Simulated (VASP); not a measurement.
Write the native input for VASP 6.6.1 that does the following.

```
Task                   : relaxation of cell and atoms
Functional             : LDA
Potentials or basis    : VASP PAW LDA potentials, release 64 (Ir)
Cutoff                 : 600 eV
k mesh                 : 17 × 17 × 17
Occupations            : fermi-dirac, width 0.08 eV
Spin                   : no spin polarisation
Target pressure        : 340 GPa
Dipole correction      : no
Further INCAR settings : ALGO = Normal; EDIFF = 1e-07; IBRION = 2; EDIFFG = -0.005; NSW = 60; ISIF = 3
```

The structure of Ir lies in POSCAR:

```
Ir
1.0
    2.1588537688      0.0000000000      0.0000000000
    0.0000000000      2.1588537688      0.0000000000
    0.0000000000      0.0000000000      2.1588537688
Ir
1
Direct
    0.0000000000      0.0000000000      0.0000000000
```

These files were run (other wordings do the same):

INCAR

```
  ALGO = Normal
  EDIFF = 1E-7
  EDIFFG = -0.005
  ENCUT = 600
  IBRION = 2
  ISIF = 3
  ISMEAR = -1
  LASPH = T
  LCHARG = F
  LREAL = F
  LWAVE = F
  NELM = 100
  NSW = 60
  PREC = Accurate
  PSTRESS = 3400.0
  SIGMA = 0.08
```

KPOINTS

```
k-points
0
Gamma
  17 17 17
```

Potentials or basis: VASP PAW LDA potentials, release 64 (Ir).

The run is started by

```bash
$ cat potpaw_LDA.64/Ir/POTCAR > POTCAR
$ mpirun -np 1 vasp_std > vasp.out
```

It gave:

```json
{"Relaxed volume": "10.52 Å³/atom", "Relaxed cell": "a = 2.191 Å, b = 2.191 Å, c = 2.191 Å, α = 90.00°, β = 90.00°, γ = 90.00°", "Space group after relaxing (to 0.05 Å)": "Pm-3m (No. 221)", "Energy change on relaxing (the enthalpy is what falls)": "-1082.8 meV/atom", "Ionic steps": "15", "Pressure after relaxing": "340.0 GPa"}
```

Caveat: the cell is relaxed towards a set pressure, so the enthalpy falls and the energy may rise.

Wall time 38 s on 1 thread of AMD EPYC 9R45 96-Core Processor (Zen 5), with other jobs on the host, peak memory 0.11 GiB.
